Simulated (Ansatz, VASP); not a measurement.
## Two plane-wave programs on CdF2

File INCAR:

```
SYSTEM = CdF2
  PREC = Accurate
  ENCUT = 700
  EDIFF = 1E-6
  ISMEAR = 0
  SIGMA = 0.02
  LREAL = .False.
  LASPH = .True.
  NELM = 120
  ALGO = Normal
  ISIF = 2
  LWAVE = .False.
  LCHARG = .False.
  GGA = PS
  NBANDS = 24
  GGA_COMPAT = .False.
```

Contents of KPOINTS:

```
Automatic mesh
0
Gamma
  8 8 8
  0 0 0
```

The input POSCAR:

```
CdF2
1.0
   -0.3232800000      2.9137765200      2.9137765200
    2.5904965200      0.0000000000      2.5904965200
    2.5904965200      2.5904965200      0.0000000000
Cd F
1 2
Direct
   -0.0319580289      0.0106526763      0.0106526763
    0.2379771429      0.2540076190      0.2540076190
    0.7939808860      0.7353397047      0.7353397047
```

Input for Ansatz:

```yaml
crystal:
  lattice:
    - [-0.32328, 2.91377652, 2.91377652]
    - [2.59049652, 0.0, 2.59049652]
    - [2.59049652, 2.59049652, 0.0]
  atoms:
    - { symbol: Cd, position: [-0.0319580289, 0.0106526763, 0.0106526763] }
    - { symbol: F, position: [0.2379771429, 0.254007619, 0.254007619] }
    - { symbol: F, position: [0.793980886, 0.7353397047, 0.7353397047] }
basis:
  ecutwfc: 420
kpoints:
  mp_grid: { grid: [8, 8, 8] }
hamiltonian:
  xc: pbesol
scf:
  occupations: { method: gaussian, width: 0.02 }
output:
  forces: true
  stress: true
  eigenvalues: true
```

Alike in both runs: task single point; functional PBEsol; k mesh 8 × 8 × 8; occupations gaussian, width 0.02 eV; no spin polarisation.

|  | VASP | Ansatz |
| --- | --- | --- |
| version | VASP 6.6.1 | Ansatz 0.2.0 |
| potentials or method | VASP PAW PBE potentials, release 64 (Cd_sv_GW, F), cutoff 700 eV | scalar-relativistic, plane waves, PAW |
| valence electrons in the cell | 34 | 34 |

Ansatz gave:

- gap on the k mesh at the Fermi level (eV): 2.94
- least direct gap on the mesh (eV): 3.20
- pressure (GPa): 0.8
- traceless stress, the component that is largest in VASP (GPa): 1.47
- rms of the force components (eV/Å): 0.276

**Question.** Estimate VASP's values.

**Answer.** gap on the k mesh at the Fermi level (eV): 2.93; least direct gap on the mesh (eV): 3.19; pressure (GPa): 0.5; traceless stress, the component that is largest in VASP (GPa): 1.54; rms of the force components (eV/Å): 0.277.

VASP's potentials were made for PBE, not for PBEsol. Atom by atom the forces differ by 0.001 eV/Å (rms over components).
